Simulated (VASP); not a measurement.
Wanted: the native input for a VASP 6.6.1 run.

* Task: single point
* Functional: PBEsol
* Potentials or basis: VASP PAW PBE potentials, release 64 (Mg, O)
* Cutoff: 520 eV
* k mesh: 9 × 9 × 6
* Occupations: gaussian, width 0.05 eV
* Spin: no spin polarisation
* Dipole correction: no
* Further INCAR settings: ALGO = Normal; EDIFF = 1e-07; NBANDS = 16

The structure of MgO lies in POSCAR:

```
MgO
1.0
    3.4863778627      0.0000000000      0.0000000000
   -1.7431889314      3.0192917963      0.0000000000
    0.0000000000      0.0000000000      3.9691391590
Mg O
2 2
Direct
    0.6666666667      0.3333333333      0.7500000000
    0.3333333333      0.6666666667      0.2500000000
    0.6666666667      0.3333333333      0.2500000000
    0.3333333333      0.6666666667      0.7500000000
```

This cell differs from its parent crystal: strain +0.000 along x and y, -0.050 along z.

The input as run:

INCAR

```
SYSTEM = MgO
  ALGO = Normal
  EDIFF = 1E-7
  ENCUT = 520
  GGA = PS
  ISIF = 2
  ISMEAR = 0
  LASPH = .TRUE.
  LCHARG = .FALSE.
  LREAL = .FALSE.
  LWAVE = .FALSE.
  NBANDS = 16
  NELM = 80
  PREC = Accurate
  SIGMA = 0.05
```

KPOINTS

```
k-points
0
G
  9 9 6
  0 0 0
```

Potentials or basis: VASP PAW PBE potentials, release 64 (Mg, O).

Run with:

```console
$ cat potpaw_PBE.64/Mg/POTCAR potpaw_PBE.64/O/POTCAR > POTCAR
$ mpirun -np 1 vasp_std > vasp.out
```

Results of the run:

```yaml
Pressure: 9.9 GPa
Band_gap_on_the_k_mesh: 3.61 eV, direct
```

Caveat: the cell differs from its parent crystal (strain +0.000 along x and y, -0.050 along z); the PAW data sets were made with another functional, which shifts forces and pressure a little.

It took 60 s on 1 thread of AMD EPYC 7R13, with other jobs on the host, peak memory 0.15 GiB.
